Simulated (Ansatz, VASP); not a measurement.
## One calculation of BN, two programs

```xyz
2
Lattice="0.0000 1.8048 1.8138 1.8048 0.0000 1.8138 1.8048 1.8048 0.0000" Properties=species:S:1:pos:R:3 pbc="T T T"
B     0.0000    0.0000    0.0000
N     0.9024    0.9024    0.9069
```

Change from the starting cell: uniaxial_z strain +0.5%.

Alike in both runs: task single point; functional r2SCAN; k mesh 12 × 12 × 12; no spin polarisation.

|  | VASP | Ansatz |
| --- | --- | --- |
| version | VASP 6.6.1 | Ansatz 0.2.0 |
| potentials or method | VASP PAW PBE potentials, release 64 (B, N) | plane waves, PAW |
| plane-wave cutoff (eV) | 520 | 500 |
| occupations | gaussian, width 0.01 eV | fixed |
| valence electrons in the cell | 8 | 8 |

Ansatz gave:

```
gap on the k mesh at the Fermi level (eV)                     : 4.95
pressure (GPa)                                                : -1.9
traceless stress, the component that is largest in VASP (GPa) : -2.16
```

Question: Estimate VASP's values.

Answer: gap on the k mesh at the Fermi level (eV): 4.93; pressure (GPa): -0.8; traceless stress, the component that is largest in VASP (GPa): -2.15.

VASP's potentials were made for PBE, not for r2SCAN.
